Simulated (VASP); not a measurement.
A run of VASP 6.6.1 is set up as follows.

INCAR

```
SYSTEM = Bi
PREC     = Accurate       ! precision mode
ENCUT    = 600            ! plane-wave cutoff, eV
EDIFF    = 1E-7           ! SCF threshold, eV
ISMEAR   = 0              ! smearing method
SIGMA    = 0.1            ! smearing width, eV
LREAL    = .FALSE.        ! projectors in reciprocal space
LASPH    = .TRUE.         ! aspherical terms in the spheres
NELM     = 60             ! most SCF steps
ALGO     = Fast           ! electronic algorithm
ISIF     = 3              ! what is computed and relaxed
LWAVE    = .FALSE.        ! write WAVECAR
LCHARG   = .FALSE.        ! write CHGCAR
GGA      = PE             ! functional
IBRION   = 2              ! ionic algorithm
NSW      = 80             ! ionic steps
EDIFFG   = -0.01          ! ionic threshold
```

File KPOINTS:

```
Automatic mesh
0
G
  8 8 8
  0 0 0
```

Contents of POSCAR:

```
Bi
1.0
    4.9962352066      0.0000000000      0.0000000000
    0.0000000000      4.9962352066      0.0000000000
    0.0000000000      0.0000000000      5.0491337766
Bi
4
Direct
    0.7499032017      0.7499032017      0.0000000000
    0.7500967983      0.2499032017      0.5000000000
    0.2500967983      0.2500967983      0.0000000000
    0.2499032017      0.7500967983      0.5000000000
```

Potentials or basis: VASP PAW PBE potentials, release 64 (Bi_d).

Run with:

```sh
$ cat potpaw_PBE.64/Bi_d/POTCAR > POTCAR
$ mpirun -np 1 vasp_std > vasp.out
```

What does it give for the space group after relaxing (to 0.1 Å)?

I4/mmm (No. 139).

Estimate the relaxed volume.

31.75 Å³/atom.

Predict the relaxed cell.

a = 4.945 Å, b = 4.945 Å, c = 5.194 Å, α = 90.00°, β = 90.00°, γ = 90.00°.

Final structure:
```
Bi
1.0
     4.94536    0.00000    0.00000
     0.00000    4.94536    0.00000
     0.00000    0.00000    5.19351
Bi
4
Direct
  0.74991 0.74991 0.00000
  0.75009 0.24991 0.50000
  0.25009 0.25009 0.00000
  0.24991 0.75009 0.50000
```
